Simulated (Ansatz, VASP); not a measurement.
# TaN in VASP and in Ansatz

```
Ta N
1.0
     2.93994    0.00000    0.00000
    -1.46997    2.54606    0.00000
     0.00000    0.00000    2.89018
Ta N
1 1
Direct
  0.00000 0.00000 0.50000
  0.66667 0.33333 0.00000
```

Alike in both runs: task relaxation of cell and atoms; functional PBEsol; k mesh 18 × 18 × 14; occupations gaussian, width 0.1 eV; no spin polarisation.

|  | VASP | Ansatz |
| --- | --- | --- |
| version | VASP 6.6.1 | Ansatz 0.2.0 |
| potentials or method | VASP PAW PBE potentials, release 64 (Ta_pv, N), cutoff 600 eV | scalar-relativistic, plane waves, PAW |
| valence electrons in the cell | 16 | 18 |

```tsv
	VASP	Ansatz	Ansatz less VASP
gap on the k mesh at the Fermi level, each at its own relaxed structure (eV)	none	none	-
relaxed volume (Å³/atom)	10.65	10.63	-0.022
relaxed cell length with the largest relative difference (Å)	2.873	2.870	-0.0023
```

VASP's potentials were made for PBE, not for PBEsol, and Ansatz warns of the same on its side. A gap of «none» marks a metal or a gap that the smearing closes. VASP's potentials hold 16 valence electrons a cell and Ansatz's 18, so a difference there can come from the potentials and not from the codes.

Spin-orbit coupling is off throughout.
